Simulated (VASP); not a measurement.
Here is a VASP 6.6.1 calculation.

INCAR

```
PREC = Accurate ; ENCUT = 520
EDIFF = 1E-6 ; ISMEAR = -1
SIGMA = 0.08 ; LREAL = F
LASPH = T ; NELM = 80
ALGO = Normal ; ISIF = 2
LWAVE = F ; LCHARG = T
GGA = PE ; LELF = T
LVHAR = T ; NBANDS = 18
```

File KPOINTS:

```
regular mesh
0
Gamma
  13 13 13
```

POSCAR

```
Cu
1.0
    0.0000000000      2.3766905394      2.3766905394
    2.3766905394      0.0000000000      2.3766905394
    2.3766905394      2.3766905394      0.0000000000
Cu
2
Direct
   -0.1250000000     -0.1250000000     -0.1250000000
    0.1250000000      0.1250000000      0.1250000000
```

Potentials or basis: VASP PAW PBE potentials, release 64 (Cu).

The run is started by

```bash
$ cat potpaw_PBE.64/Cu/POTCAR > POTCAR
$ mpirun -np 1 vasp_std > vasp.out
```

Question: What does it give for the band gap on the k mesh?

Answer: Zero (band 11 reaches 6.96 eV, above the bottom of band 12 at 6.03 eV).

Question: Estimate the pressure.

Answer: 47.0 GPa.
